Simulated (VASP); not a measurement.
AlCo (f.blda), 2 atoms in the cell. Symmetry: Pm-3m, No. 221, cubic system. The conventional cell has a = 2.794 Å, b = 2.794 Å, c = 2.794 Å, α = 90.00°, β = 90.00°, γ = 90.00°. Within 3.2 Å of Co (site symmetry m-3m) lie 8 Al at 2.42 Å and 6 Co at 2.79 Å. Al (site symmetry m-3m) has 8 Co at 2.42 Å and 6 Al at 2.79 Å within 3.2 Å. 

- Program: VASP 6.6.1
- Task: density of states
- Functional: LDA
- Potentials or basis: VASP PAW LDA potentials, release 64 (Co, Al)
- Cutoff: 520 eV
- k mesh: 16 × 16 × 16
- Occupations: gaussian, width 0.1 eV
- Spin: no spin polarisation
- Dipole correction: no
- k mesh for the DOS: 24 × 24 × 24
- Occupations for the DOS: tetrahedron
- Further INCAR settings: ALGO = Normal; EDIFF = 1e-06; NBANDS = 13

Potentials or basis: VASP PAW LDA potentials, release 64 (Co, Al).

Run with:

```bash
$ cat potpaw_LDA.64/Co/POTCAR potpaw_LDA.64/Al/POTCAR > POTCAR
$ cp INCAR.step1 INCAR
$ cp KPOINTS.step1 KPOINTS
$ mpirun -np 1 vasp_std > vasp.out
$ cp INCAR.step2 INCAR
$ cp KPOINTS.step2 KPOINTS
$ mpirun -np 1 vasp_std > vasp.out
```

Hardware: 1 thread of Intel Xeon 8259CL, with other jobs on the host.

Problem. How long does it take, and how much memory?

Solution. Run time: 110 s on 1 thread of Intel Xeon 8259CL, with other jobs on the host, peak memory 0.26 GiB. Counts: k points 455.
